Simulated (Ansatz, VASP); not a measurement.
## Li2O in VASP and in Ansatz

INCAR

```
PREC = Accurate
ENCUT = 750
EDIFF = 1E-6
ISMEAR = 0
SIGMA = 0.01
LREAL = F
LASPH = T
NELM = 120
ALGO = Normal
ISIF = 2
LWAVE = F
LCHARG = F
GGA = PE
NBANDS = 13
GGA_COMPAT = F
```

KPOINTS

```
regular mesh
0
Gamma
  10 10 10
```

File POSCAR:

```
Li2O
1.0
    0.0000000000      2.2863684601      2.2863684601
    2.2863684601      0.0000000000      2.2863684601
    2.2863684601      2.2863684601      0.0000000000
O Li
1 2
Direct
    0.0000000000      0.0000000000      0.0000000000
    0.2500000000      0.2500000000      0.2500000000
    0.7500000000      0.7500000000      0.7500000000
```

Input for Ansatz:

```yaml
crystal:
  lattice:
    - [0.0, 2.2863684601, 2.2863684601]
    - [2.2863684601, 0.0, 2.2863684601]
    - [2.2863684601, 2.2863684601, 0.0]
  atoms:
    - { symbol: O, position: [0.0, 0.0, 0.0] }
    - { symbol: Li, position: [0.25, 0.25, 0.25] }
    - { symbol: Li, position: [0.75, 0.75, 0.75] }
kpoints:
  mp_grid: { grid: [10, 10, 10] }
  band_path:
    path:
      - [0.0, 0.0, 0.0]
      - [0.5, 0.0, 0.5]
      - [0.625, 0.25, 0.625]
      - [0.375, 0.375, 0.75]
      - [0.5, 0.5, 0.5]
      - [0.5, 0.25, 0.75]
      - [0.0, 0.5, 0.5]
    npoints: 1
hamiltonian:
  xc: pbe
scf:
  occupations: { method: fixed }
  n_extra_bands: 4
output:
  forces: true
  stress: true
  eigenvalues: true
```

Alike in both runs: task single point; functional PBE; k mesh 10 × 10 × 10; no spin polarisation.

|  | VASP | Ansatz |
| --- | --- | --- |
| version | VASP 6.6.1 | Ansatz 0.2.0 |
| potentials or method | VASP PAW PBE potentials, release 64 (O, Li_sv) | plane waves, PAW |
| plane-wave cutoff (eV) | 750 | 420 |
| occupations | gaussian, width 0.01 eV | fixed |
| valence electrons in the cell | 12 | 12 |

|  | VASP | Ansatz | Ansatz less VASP |
| --- | --- | --- | --- |
| gap on the k mesh at the Fermi level (eV) | 5.04 | 5.05 | +0.012 |
| pressure (GPa) | 2.7 | 3.0 | +0.29 |
